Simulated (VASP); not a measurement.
# Nb (P6_3/mmc) in VASP: notebook

The runs below take Nb through relaxation of cell and atoms, single point, with PBEsol.

All numbers are computed with VASP 6.6.1; they aren't measurements. Logs are shortened: lines on timing, memory, paths and dates and some standing lists are left out, and cuts for length are marked.

**1. The cell of the first run**

Symmetry: P6_3/mmc, No. 194, hexagonal system. Conventional cell: a = 2.801 Å, b = 2.801 Å, c = 5.258 Å, α = 90.00°, β = 90.00°, γ = 120.00°. Within 3.7 Å of Nb (site symmetry -6m2) lie 12 Nb at 2.80 to 3.09 Å.

**2. Relaxation of cell and atoms, PBEsol**

The input, INCAR:

```
PREC     = Accurate       # precision mode
ENCUT    = 500            # plane-wave cutoff, eV
EDIFF    = 1E-7           # SCF threshold, eV
ISMEAR   = 0              # smearing method
SIGMA    = 0.1            # smearing width, eV
LREAL    = F              # projectors in reciprocal space
LASPH    = T              # aspherical terms in the spheres
NELM     = 120            # most SCF steps
ALGO     = Normal         # electronic algorithm
ISIF     = 3              # what is computed and relaxed
LWAVE    = F              # write WAVECAR
LCHARG   = F              # write CHGCAR
GGA      = PS             # functional
IBRION   = 2              # ionic algorithm
NSW      = 90             # ionic steps
EDIFFG   = -0.04          # ionic threshold
GGA_COMPAT= F            
NELMIN   = 4
```

The input, KPOINTS:

```
regular mesh
0
Gamma
  9 9 4
```

The input, POSCAR:

```
Nb
1.0
    2.8006529988      0.0000000000      0.0000000000
   -1.4003264994      2.4254366442      0.0000000000
    0.0000000000      0.0000000000      5.2583560698
Nb
2
Direct
    0.3333333333      0.6666666667      0.2500000000
    0.6666666667      0.3333333333      0.7500000000
```

Potentials or basis: VASP PAW PBE potentials, release 64 (Nb_sv).

Run with:

```sh
$ cat potpaw_PBE.64/Nb_sv/POTCAR > POTCAR
$ mpirun -np 1 vasp_std > vasp.out
```

OUTCAR:

```text
PREC = Accurate
   ENCUT = 500
   EDIFF = 1E-7
   ISMEAR = 0
   LREAL = F
   LASPH = T
   NELM = 120
   ISIF = 3
   GGA = PS
   IBRION = 2
   NSW = 90
   EDIFFG = -0.04
   NELMIN = 4

 ion  position               nearest neighbor table
   1  0.333  0.667  0.250-
   2  0.667  0.333  0.750-

  LATTYP: Found a hexagonal cell.
 ALAT       =     2.8006529988
 C/A-ratio  =     1.8775464408

  Lattice vectors:

 A1 = (   2.8006529988,   0.0000000000,   0.0000000000)
 A2 = (  -1.4003264994,   2.4254366442,   0.0000000000)
 A3 = (   0.0000000000,   0.0000000000,   5.2583560698)

Analysis of symmetry for initial positions (statically):
=====================================================================
 Subroutine PRICEL returns:
 Original cell was already a primitive cell.

 Routine SETGRP: Setting up the symmetry group for a
 hexagonal supercell.

 Subroutine GETGRP returns: Found 24 space group operations
 (whereof 12 operations were pure point group operations)
 out of a pool of 24 trial point group operations.

The static configuration has the point symmetry D_3d.
 The point group associated with its full space group is D_6h.

Analysis of symmetry for dynamics (positions and initial velocities):
=====================================================================
 Subroutine PRICEL returns:
 Original cell was already a primitive cell.

 Routine SETGRP: Setting up the symmetry group for a
 hexagonal supercell.

 Subroutine GETGRP returns: Found 24 space group operations
 (whereof 12 operations were pure point group operations)
 out of a pool of 24 trial point group operations.

The dynamic configuration has the point symmetry D_3d.
 The point group associated with its full space group is D_6h.

 Subroutine INISYM returns: Found 24 space group operations
 (whereof 12 operations are pure point group operations),
 and found     1 'primitive' translations

----------------------------------------------------------------------------------------

                                     Primitive cell

  volume of cell :      35.7190

  direct lattice vectors                    reciprocal lattice vectors
     2.800652999  0.000000000  0.000000000     0.357059586  0.206148448  0.000000000
    -1.400326499  2.425436644  0.000000000     0.000000000  0.412296896  0.000000000
     0.000000000  0.000000000  5.258356070     0.000000000  0.000000000  0.190173504

  length of vectors
     2.800652999  2.800652999  5.258356070     0.412296896  0.412296896  0.190173504

  position of ions in fractional coordinates (direct lattice)
     0.333333333  0.666666667  0.250000000
     0.666666667  0.333333333  0.750000000

  ion indices of the primitive-cell ions
   primitive index   ion index
                 1           1
                 2           2

----------------------------------------------------------------------------------------

 KPOINTS: regular mesh

Automatic generation of k-mesh.
 Grid dimensions read from file:
 generate k-points for:    9    9    4

 Generating k-lattice:

  Cartesian coordinates                     Fractional coordinates (reciprocal lattice)
     0.039673287  0.022905383  0.000000000     0.111111111  0.000000000  0.000000000
     0.000000000  0.045810766  0.000000000     0.000000000  0.111111111  0.000000000
     0.000000000  0.000000000  0.047543376     0.000000000  0.000000000  0.250000000

  Length of vectors
     0.045810766  0.045810766  0.047543376

  Shift w.r.t. Gamma in fractional coordinates (k-lattice)
     0.000000000  0.000000000  0.000000000

 Subroutine IBZKPT returns following result:
 ===========================================

 Found     36 irreducible k-points:

 Following reciprocal coordinates:
            Coordinates               Weight
  0.000000  0.000000  0.000000      1.000000
  0.111111 -0.000000  0.000000      6.000000
  0.222222 -0.000000  0.000000      6.000000
  0.333333 -0.000000  0.000000      6.000000
  0.444444 -0.000000  0.000000      6.000000
  0.111111  0.111111  0.000000      6.000000
[... 16 lines left out ...]
  0.333333  0.222222  0.250000     24.000000
  0.333333  0.333333  0.250000      4.000000
 [... further k-points ...]
   k-points           NKPTS =     36   k-points in BZ     NKDIM =     36   number of bands    NBANDS=     17
   number of dos      NEDOS =    301   number of ions     NIONS =      2
   total plane-waves  NPLWV =  16000
   dimension x,y,z NGX =    20 NGY =   20 NGZ =   40
   dimension x,y,z NGXF=    40 NGYF=   40 NGZF=   80
   ions per type =               2
   NGX,Y,Z   is equivalent  to a cutoff of  11.87, 11.87, 12.65 a.u.
   NGXF,Y,Z  is equivalent  to a cutoff of  23.74, 23.74, 25.29 a.u.
 SYSTEM =  unknown system
   PREC   = accura    normal or accurate (medium, high low for compatibility)
   ISTART =      0    job   : 0-new  1-cont  2-samecut
   ICHARG =      2    charge: 1-file 2-atom 10-const
   ISPIN  =      1    spin polarized calculation?
   LNONCOLLINEAR =      F non collinear calculations
   LSORBIT =      F    spin-orbit coupling
   LASPH  =      T    aspherical Exc in radial PAW
   ENCUT  =  500.0 eV  36.75 Ry    6.06 a.u.   5.11  5.11  9.59*2*pi/ulx,y,z
   NELM   =    120;   NELMIN=  4; NELMDL= -5     # of ELM steps
   EDIFF  = 0.1E-06   stopping-criterion for ELM
   LREAL  =      F    real-space projection
   EDIFFG = -.4E-01   stopping-criterion for IOM
   NSW    =     90    number of steps for IOM
   IBRION =      2    ionic relax: 0-MD 1-quasi-New 2-CG
   NFREE  =      1    steps in history (QN), initial steepest desc. (CG)
   ISIF   =      3    stress and relaxation
   ISYM   =      2    0-nonsym 1-usesym 2-fastsym
   POTIM  = 0.5000    time-step for ionic-motion
   TEBEG  =    0.0;   TEEND  =   0.0 temperature during run
   PSTRESS=    0.0 pullay stress
   NELECT =      26.0000    total number of electrons
   NUPDOWN=      -1.0000    fix difference up-down
   EMIN   =  10.00;   EMAX   =-10.00  energy-range for DOS
   EFERMI =   0.00;   METHOD = LEGACY
   ISMEAR =     0;   SIGMA  =   0.10  broadening in eV -4-tet -1-fermi 0-gaus
   EFERMI_NEDOS =   21; number of points for ismear=-14 and -15
   IALGO  =     38    algorithm
   IMIX   =      4    mixing-type and parameters
     AMIX     =   0.40;   BMIX     =  1.00
     AMIX_MAG =   1.60;   BMIX_MAG =  1.00
  volume/ion in A,a.u.               =      17.86       120.52
  Fermi-wavevector in a.u.,A,eV,Ry     =   1.472650  2.782905 29.506927  2.168698
  Thomas-Fermi vector in A             =   2.587639
   LORBIT       =      0    0 simple, 1 ext, 2 COOP (PROOUT), +10 PAW based schemes
   GGA     = PS    functional components
   LHFCALC =     F    Hartree Fock is set to
   AEXX    =    0.0000 exact exchange contribution
   IVDW    =     0    specifies the selected vdW correction
   LEPSILON=     F    determine dielectric tensor
   LRPA    =     F    only Hartree local field effects (RPA)
 conjugate gradient relaxation of ions
 non-spin polarized calculation
 Gauss-broadening in eV      SIGMA  =   0.10
  energy-cutoff  :      500.00
  volume of cell :       35.72
 maximum number of plane-waves:       932
   NGX = 11   NGY = 11   NGZ = 19

--------------------------------------- Ionic step        1  -------------------------------------------

 number of electron      26.0000003 magnetization

 Free energy of the ion-electron system (eV)
  ---------------------------------------------------
  ext. energy  EPLUGINS =         0.00000000
  ---------------------------------------------------
  free energy    TOTEN  =       -21.29796072 eV

  energy without entropy =      -21.28537465  energy(sigma->0) =      -21.29166768

------------------------ aborting loop because EDIFF is reached ----------------------------------------

  FORCE on cell =-STRESS in cart. coord.  units (eV):
  Direction    XX          YY          ZZ          XY          YZ          ZX
  --------------------------------------------------------------------------------------
  -------------------------------------------------------------------------------------
  Total        0.4217768      0.4217768      0.1074340      0.0000000     -0.0000000      0.0000000
  in kB       18.9188191     18.9188191      4.8189564      0.0000000     -0.0000000      0.0000000
  external PRESSURE =      14.2188648 kB  Pullay stress =       0.0000000 kB
[... 93 lines left out ...]
  energy  without entropy=      -21.2862918799  energy(sigma->0) =      -21.29292602

--------------------------------------- Ionic step        4  -------------------------------------------

 number of electron      26.0000002 magnetization

 Free energy of the ion-electron system (eV)
  ---------------------------------------------------
  ext. energy  EPLUGINS =         0.00000000
  ---------------------------------------------------
  free energy    TOTEN  =       -21.29975480 eV

  energy without entropy =      -21.28617438  energy(sigma->0) =      -21.29296459

 E-fermi :  11.4150     XC(G=0): -12.6140

 val. band max:       11.4048420410   @ k =   0.1111  -0.0000   0.0000
 cond. band min:      11.4359196509   @ k =   0.1111  -0.0000   0.5000
 fundamental gap:      0.0310776099
 Fermi energy:        11.4149619412

 k-point     1 :       0.0000    0.0000    0.0000
  band No.  band energies     occupation
      1     -43.1952      2.00000
      2     -43.0629      2.00000
      3     -19.7439      2.00000
      4     -18.7538      2.00000
      5     -18.4164      2.00000
      6     -18.4164      2.00000
[... 9 lines left out ...]
     16      12.1845      0.00000
     17      14.2539      0.00000
[... 443 lines left out ...]
      1     -42.8418      2.00000
      2     -42.8418      2.00000
      3     -19.5351      2.00000
      4     -19.5092      2.00000
      5     -19.5092      2.00000
      6     -19.3728      2.00000
[... 9 lines left out ...]
     16      13.5184      0.00000
     17      15.3002      0.00000

 [... further k-points ...]
[... 5 lines left out ...]
  --------------------------------------------------------------------------------------
  -------------------------------------------------------------------------------------
  Total        0.0048444      0.0048444     -0.0118366      0.0000000      0.0000000      0.0000000
  in kB        0.2157157      0.2157157     -0.5270723      0.0000000      0.0000000      0.0000000
  external PRESSURE =      -0.0318803 kB  Pullay stress =       0.0000000 kB
[... 17 lines left out ...]
  FREE ENERGIE OF THE ION-ELECTRON SYSTEM (eV)
  ---------------------------------------------------
  free  energy   TOTEN  =       -21.2997548001 eV

  energy  without entropy=      -21.2861743784  energy(sigma->0) =      -21.29296459

 reached required accuracy - stopping structural energy minimisation
```

It took 26 s on 1 thread of Intel Xeon 6975P-C (Granite Rapids), shared host; peak memory 0.15 GiB.

What came out:

- Free energy: -21.2998 eV
- Relaxed volume: 17.99 Å³/atom
- Relaxed cell: a = 2.813 Å, b = 2.813 Å, c = 5.250 Å, α = 90.00°, β = 90.00°, γ = 120.00°
- Space group after relaxing (to 0.05 Å): P6_3/mmc (No. 194)
- Energy gained by relaxing: 0.9 meV/atom
- Ionic steps: 4
- Pressure after relaxing: 0.0 GPa
- Band gap on the k mesh: zero (band 13 reaches 13.51 eV, above the bottom of band 14 at 10.67 eV)

Step by step:
```tsv
step	energy change (eV)	largest force (eV/Å)	pressure (GPa)	volume (Å³)
1	0.0000	0.0000	1.42	35.72
2	0.0031	0.0000	-2.71	36.54
3	-0.0016	0.0000	-0.14	36.02
4	-0.0018	0.0000	0.00	35.98
```

Final structure:
```xyz
2
Lattice="2.8132 0.0000 0.0000 -1.4066 2.4363 0.0000 0.0000 0.0000 5.2497" Properties=species:S:1:pos:R:3 pbc="T T T"
Nb    0.0000    1.6242    1.3124
Nb    1.4066    0.8121    3.9373
```

Levels at points of the mesh, in eV from the Fermi level:
| k point | band 11 | band 12 | band 13 | band 14 | band 15 | band 16 |
| --- | --- | --- | --- | --- | --- | --- |
| (0.00, 0.00, 0.00) | -1.23 | 0.35 | 0.35 | 0.38 | 0.77 | 0.77 |
| (0.00, 0.00, 0.50) | -1.40 | -1.40 | 0.42 | 0.42 | 0.42 | 0.42 |

Caveat: the PAW data sets were made with another functional, which shifts forces and pressure a little.

(Part 1 of 2 ends here.)
